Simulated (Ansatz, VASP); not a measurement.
**MnGa3 in VASP and in Ansatz**

```xyz
4
Lattice="0.0000 3.0140 3.0140 3.0140 0.0000 3.0140 3.0140 3.0140 0.0000" Properties=species:S:1:pos:R:3 pbc="T T T"
Ga    1.5070    1.5070    1.5070
Ga    4.5210    4.5210    4.5210
Ga    3.0140    3.0140    3.0140
Mn    0.0000    0.0000    0.0000
```

Alike in both runs: task single point; functional PBE; k mesh 12 × 12 × 12; occupations gaussian, width 0.1 eV; no spin polarisation.

|  | VASP | Ansatz |
| --- | --- | --- |
| version | VASP 6.6.1 | Ansatz 0.2.0 |
| potentials or method | VASP PAW PBE potentials, release 64 (Ga_d, Mn_pv), cutoff 520 eV | scalar-relativistic, plane waves, PAW |
| valence electrons in the cell | 52 | 54 |

Ansatz gave:

```
gap on the k mesh at the Fermi level (eV) : none
pressure (GPa)                            : 10.1
```

Problem. Estimate VASP's values.

Solution. gap on the k mesh at the Fermi level (eV): none; pressure (GPa): 10.4.

A gap of «none» marks a metal or a gap that the smearing closes. VASP's potentials hold 52 valence electrons a cell and Ansatz's 54, so a difference there can come from the potentials and not from the codes.
